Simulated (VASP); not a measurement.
Ga5N:

```xyz
6
Lattice="5.0266 0.0000 0.0000 -2.5133 4.3531 0.0000 0.0000 0.0000 4.6975" Properties=species:S:1:pos:R:3 pbc="T T T"
Ga    1.6708    2.8939    0.0000
Ga    0.0000    2.9021    2.3487
Ga   -0.8425    1.4592    0.0000
Ga    1.6850    0.0000    0.0000
Ga    2.5133    1.4510    2.3487
N     0.0000    0.0000    2.3487
```

The cell was generated, and may not be a known phase.

- Program: VASP 6.6.1
- Task: relaxation of cell and atoms
- Functional: PBE
- Potentials or basis: VASP PAW PBE potentials, release 64 (Ga_d, N)
- Cutoff: 600 eV
- k mesh: 6 × 6 × 4
- Occupations: gaussian, width 0.1 eV
- Spin: no spin polarisation

At the start: pressure -2.1 GPa; volume 17.13 Å³/atom.

Q: Where does the relaxation end?

A: Over 11 steps the energy falls by 40.8 meV/atom and the volume is 16.50 Å³/atom (-3.7 %); space group P-62m (No. 189, to 0.1 Å) before and after.

Step by step:
```csv
step,energy change (eV),largest force (eV/Å),pressure (GPa),volume (Å³)
1,0.0000,0.8298,-2.06,102.79
2,-0.1248,0.6796,-0.34,99.53
3,-0.1797,0.3523,2.00,96.06
4,-0.2187,0.0126,0.56,98.11
5,-0.2198,0.0442,0.51,98.42
6,-0.2326,0.0683,-0.25,99.47
7,-0.2352,0.1376,-0.66,100.19
8,-0.2427,0.1107,-0.18,99.44
9,-0.2433,0.0959,-0.05,99.12
10,-0.2446,0.0089,0.41,98.99
11,-0.2445,0.0151,0.17,98.99
```

Final structure:
```
Ga N
1.0
     5.00101    0.00000    0.00000
    -2.50050    4.33100    0.00000
     0.00000    0.00000    4.57049
Ga N
5 1
Direct
  0.69456 0.69456 0.00000
  0.33333 0.66667 0.50000
  0.00000 0.30544 0.00000
  0.30544 0.00000 0.00000
  0.66667 0.33333 0.50000
  0.00000 0.00000 0.50000
```
